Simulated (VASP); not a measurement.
Write the native input for VASP 6.6.1 that does the following.

- Task: single point
- Functional: r2SCAN
- Potentials or basis: VASP PAW PBE potentials, release 64 (Ni)
- Cutoff: 520 eV
- k mesh: 8 × 8 × 8
- Occupations: gaussian, width 0.1 eV
- Spin: collinear spin, ferromagnetic start
- Starting moments: [0.83] μB
- Dipole correction: no
- Further INCAR settings: ALGO = Normal; EDIFF = 1e-07; NBANDS = 15

Crystal: Ni.

```
CELL_PARAMETERS angstrom
2.30572 0.00000 0.00000
0.00000 2.30572 0.00000
0.00000 0.00000 2.30572
ATOMIC_POSITIONS crystal
Ni 0.00000 0.00000 0.00000
```

This isn't the form of Ni at room conditions, which is fcc.

The input as run:

POSCAR

```
Ni
1.0
    2.3057194960      0.0000000000      0.0000000000
    0.0000000000      2.3057194960      0.0000000000
    0.0000000000      0.0000000000      2.3057194960
Ni
1
Direct
    0.0000000000      0.0000000000      0.0000000000
```

INCAR.step1

```
PREC = Accurate ; ENCUT = 520
ISMEAR = 0 ; SIGMA = 0.1
LREAL = F ; LASPH = T
NELM = 150 ; ISPIN = 2
MAGMOM = 0.83 ; LMAXMIX = 4
NBANDS = 15 ; GGA = PE
ALGO = Normal ; EDIFF = 1E-4
LWAVE = T ; LCHARG = F
```

INCAR.step2

```
PREC = Accurate ; ENCUT = 520
EDIFF = 1E-7 ; ISMEAR = 0
SIGMA = 0.1 ; LREAL = F
LASPH = T ; NELM = 150
ALGO = Normal ; ISIF = 2
LWAVE = F ; LCHARG = F
ISPIN = 2 ; MAGMOM = 0.83
LORBIT = 11 ; LMAXMIX = 4
METAGGA = R2SCAN ; LMIXTAU = T
NBANDS = 15 ; ISTART = 1
```

KPOINTS

```
regular mesh
0
Gamma
  8 8 8
```

Potentials or basis: VASP PAW PBE potentials, release 64 (Ni).

Launch:

```console
$ cat potpaw_PBE.64/Ni/POTCAR > POTCAR
$ cp INCAR.step1 INCAR
$ mpirun -np 1 vasp_std > vasp.out
$ cp INCAR.step2 INCAR
$ mpirun -np 1 vasp_std > vasp.out
```

It gave:

The pressure is 0.0 GPa, the net moment is 0.80 μB per cell and the site moments are Ni +0.81 μB. The valence electrons inside the program's atomic spheres are Ni 9.33.

Caveat: the PAW data sets were made with another functional, which shifts forces and pressure a little.

It took 78 s on 1 thread of AMD EPYC 7R13 (shared host), peak memory 0.1 GiB.
